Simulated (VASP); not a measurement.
# AlNi: single point with PBEsol

AlNi:

```
Al Ni
1.0
     1.98749   -1.98744    0.00000
     1.98749    1.98744    0.00000
     0.00000    0.00000    2.86887
Al Ni
1 1
Direct
  0.00000 0.00000 0.00000
  0.50000 0.50000 0.50000
```

```yaml
Program: VASP 6.6.1
Task: single point
Functional: PBEsol
Potentials_or_basis: VASP PAW PBE potentials, release 64 (Al, Ni)
Cutoff: 520 eV
k_mesh: 16 × 16 × 16
Occupations: gaussian, width 0.15 eV
Spin: no spin polarisation
Dipole_correction: no
Further_INCAR_settings: ALGO = Fast; EDIFF = 1e-07; NBANDS = 14
```

- Pressure: 6.5 GPa

Stress tensor (GPa, compression positive):
```
7.17 0.00 0.00
0.00 7.18 0.00
0.00 0.00 5.28
```

Levels at points of the mesh, in eV from the Fermi level:
```
           k point  band 5  band 6  band 7  band 8  band 9  band 10
(0.00, 0.00, 0.00)   -1.67   -1.61    5.23    5.99    5.99     8.22
(0.50, 0.00, 0.00)   -2.37   -1.57   -0.62    8.35    9.82    10.52
(0.50, 0.50, 0.00)   -2.30   -2.30   -1.05    1.69    2.89    12.55
(0.00, 0.00, 0.50)   -2.37   -1.53   -0.78    8.36   10.44    10.44
(0.50, 0.00, 0.50)   -2.21   -2.20   -1.10    1.50    2.70    13.07
(0.50, 0.50, 0.50)   -1.02    1.90    1.95    1.95    4.21     4.64
```

Wall time 2.4 min on 1 thread of Intel(R) Xeon(R) Platinum 8259CL CPU @ 2.50GHz (Skylake/Cascade Lake), on a shared host, peak memory 0.32 GiB.

Caveat: the PAW data sets were made with another functional, which shifts forces and pressure a little. Spin polarisation is off, so any magnetic state and its effect on volume and gap are missing.
